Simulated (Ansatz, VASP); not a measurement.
## One calculation of NaI, two programs

```
Na I
1.0
    -2.21451    2.21451    8.28013
     2.21451   -2.21451    8.28013
     2.21451    2.21451   -8.28013
Na I
2 2
Direct
  0.25000 0.75000 0.50000
  0.50000 0.50000 0.00000
  0.75000 0.25000 0.50000
  0.00000 0.00000 0.00000
```

Alike in both runs: task single point; functional r2SCAN; k mesh 6 × 6 × 6; occupations fermi-dirac, width 0.02 eV; no spin polarisation.

|  | VASP | Ansatz |
| --- | --- | --- |
| version | VASP 6.6.1 | Ansatz 0.2.0 |
| potentials or method | VASP PAW PBE potentials, release 64 (Na_pv, I), cutoff 520 eV | plane waves, PAW |
| valence electrons in the cell | 28 | 52 |

|  | VASP | Ansatz | Ansatz less VASP |
| --- | --- | --- | --- |
| pressure (GPa) | -0.3 | -0.2 | +0.06 |
| traceless stress, the component that is largest in VASP (GPa) | 0.11 | 0.08 | -0.036 |

VASP's potentials were made for PBE, not for r2SCAN. The functional is the same, so the differences come from potentials, cutoffs and numerics. VASP's potentials hold 28 valence electrons a cell and Ansatz's 52, so a difference there can come from the potentials and not from the codes.

Neither program's run includes spin-orbit coupling.
